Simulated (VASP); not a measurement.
A run of VASP 6.6.1 is set up as follows.

The input INCAR:

```
SYSTEM = Zn
PREC = Accurate
ENCUT = 600
EDIFF = 1E-7
ISMEAR = 0
SIGMA = 0.1
LREAL = .FALSE.
LASPH = .TRUE.
NELM = 80
ALGO = Fast
ISIF = 3
LWAVE = .FALSE.
LCHARG = .FALSE.
GGA = PE
IBRION = 2
NSW = 80
EDIFFG = -0.015
```

Contents of KPOINTS:

```
Automatic mesh
0
G
  14 14 14
  0 0 0
```

Contents of POSCAR:

```
Zn
1.0
   -3.4519502369      0.0000000000      2.6046211623
    0.0000000000      3.4519502369     -2.6046211623
    0.0000000000     -3.4519502369     -2.6046211623
Zn
4
Direct
    0.5000000000      0.2500000000      0.7500000000
    0.0000000000      0.5000000000      0.5000000000
    0.5000000000      0.7500000000      0.2500000000
    0.0000000000      0.0000000000      0.0000000000
```

Potentials or basis: VASP PAW PBE potentials, release 64 (Zn).

Command:

```bash
$ cat potpaw_PBE.64/Zn/POTCAR > POTCAR
$ mpirun -np 1 vasp_std > vasp.out
```

Problem. Predict the relaxed cell.

Solution. a = 4.329 Å, b = 4.329 Å, c = 4.329 Å, α = 105.95°, β = 111.26°, γ = 111.26°.

Problem. What does it give for the band gap on the k mesh?

Solution. Zero (bands 24 and 25 overlap by 4.45 eV).

Problem. Predict the space group after relaxing (to 0.1 Å).

Solution. I4/mmm (No. 139).

Final structure:
```
CELL_PARAMETERS angstrom
-3.45661 0.00000 2.60692
0.00000 3.45661 -2.60692
0.00000 -3.45661 -2.60692
ATOMIC_POSITIONS crystal
Zn 0.50000 0.25000 0.75000
Zn 0.00000 0.50000 0.50000
Zn 0.50000 0.75000 0.25000
Zn 0.00000 0.00000 0.00000
```
